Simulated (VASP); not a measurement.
**ZrC: electric field gradients with r2SCAN**

Crystal: ZrC.

```
Zr C
1.0
     0.00000    2.36500    2.36500
     2.36500    0.00000    2.36500
     2.36500    2.36500    0.00000
Zr C
1 1
Direct
  0.50000 0.50000 0.50000
  0.00000 0.00000 0.00000
```

```
Program                : VASP 6.6.1
Task                   : electric field gradients
Functional             : r2SCAN
Potentials or basis    : VASP PAW PBE potentials, release 64 (Zr_sv, C)
Cutoff                 : 520 eV
k mesh                 : 13 × 13 × 13
Occupations            : fermi-dirac, width 0.05 eV
Spin                   : no spin polarisation
Dipole correction      : no
Further INCAR settings : ALGO = Normal; EDIFF = 1e-08; NBANDS = 15
```

The pressure is -2.4 GPa and the band gap on the k mesh is zero (band 8 reaches 10.35 eV, above the bottom of band 9 at 9.08 eV).

Levels at points of the mesh, in eV from the Fermi level:
```csv
k point,band 4,band 5,band 6,band 7,band 8,band 9,band 10,band 11,band 12,band 13
"(0.00, 0.00, 0.00)",-26.95,-12.01,0.88,0.88,0.88,1.27,1.27,1.27,2.87,2.87
```

Run time: 2.7 min on 1 thread of Intel(R) Xeon(R) Platinum 8375C CPU @ 2.90GHz (Ice Lake), with other jobs on the host, peak memory 0.19 GiB.

Caveat: without QUAD_EFG the Cq values of the log hold for a quadrupole moment of 1 mb, not for the nuclei; the PAW data sets were made with another functional, which shifts forces and pressure a little.
